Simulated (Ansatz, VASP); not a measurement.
**Two plane-wave programs on Co**

```
Co
1.0
     2.53635   -1.51259    0.00000
     2.53635    1.51259    0.00000
    -1.41668    0.00000    6.56686
Co
4
Cartesian
  0.1146 0.0000 0.6541
  3.5415 0.0000 5.9128
  1.7117 0.0000 3.9401
  1.9443 0.0000 2.6267
```

Alike in both runs: task relaxation of cell and atoms; functional PBE; k mesh 6 × 6 × 4; occupations gaussian, width 0.1 eV; no spin polarisation.

|  | VASP | Ansatz |
| --- | --- | --- |
| version | VASP 6.6.1 | Ansatz 0.2.0 |
| potentials or method | VASP PAW PBE potentials, release 64 (Co), cutoff 600 eV | scalar-relativistic, plane waves, PAW |
| valence electrons in the cell | 36 | 68 |

```csv
,VASP,Ansatz,Ansatz less VASP
"gap on the k mesh at the Fermi level, each at its own relaxed structure (eV)",none,none,-
relaxed volume (Å³/atom),10.29,10.33,+0.043
relaxed cell length with the largest relative difference (Å),2.447,2.454,+0.0068
```

A gap of «none» marks a metal or a gap that the smearing closes. VASP's potentials hold 36 valence electrons a cell and Ansatz's 68, so a difference there can come from the potentials and not from the codes.

The k mesh is coarse, so the values compare programs but aren't converged. Noted on VASP's run: the volume moved by over 15 % at a fixed basis, so the end points are rough; too few bands were computed for a metal, which touches its energy and stress.
